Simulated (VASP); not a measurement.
Crystal: P2Se2O.

```
P Se O
1.0
     4.78831    0.00000    0.00000
    -2.39415    4.14679    0.00000
     0.00000    0.00000    4.26942
P Se O
2 2 1
Cartesian
  2.3942 1.3823 3.2266
  2.3942 1.3823 1.0428
  0.0000 0.0000 2.1347
  0.0000 2.7645 2.1347
  0.0000 0.0000 0.0000
```

The cell was generated, and may not be a known phase.

- Program: VASP 6.6.1
- Task: relaxation of cell and atoms
- Functional: PBE
- Dispersion: D3(BJ)
- Potentials or basis: VASP PAW PBE potentials, release 64 (P, Se, O)
- Cutoff: 600 eV
- k mesh: 12 × 12 × 10
- Occupations: gaussian, width 0.1 eV
- Spin: no spin polarisation

At the start: pressure -0.3 GPa; volume 16.95 Å³/atom.

How do energy, volume and symmetry change on relaxing?

Over 5 steps the energy falls by 4.3 meV/atom and the volume is 17.11 Å³/atom (+0.9 %); space group P-6m2 (No. 187, to 0.1 Å) before and after.

Step by step:
```tsv
step	energy change (eV)	largest force (eV/Å)	pressure (GPa)	volume (Å³)
1	0.0000	0.2168	-0.34	84.77
2	-0.0157	0.2276	1.15	84.31
3	-0.0168	0.1316	0.83	84.40
4	-0.0213	0.0192	0.17	85.35
5	-0.0214	0.0071	0.03	85.57
```

Final structure:
```cif
data_structure
_symmetry_space_group_name_H-M 'P 1'
_symmetry_Int_Tables_number 1
_cell_length_a 4.8470
_cell_length_b 4.8470
_cell_length_c 4.2055
_cell_angle_alpha 90.000
_cell_angle_beta 90.000
_cell_angle_gamma 120.000
_cell_volume 85.57
loop_
_atom_site_label
_atom_site_type_symbol
_atom_site_fract_x
_atom_site_fract_y
_atom_site_fract_z
_atom_site_occupancy
P1 P 0.66667 0.33333 0.75655 1
P2 P 0.66667 0.33333 0.24345 1
Se1 Se 0.00000 0.00000 0.50000 1
Se2 Se 0.33333 0.66667 0.50000 1
O1 O 0.00000 0.00000 0.00000 1
```
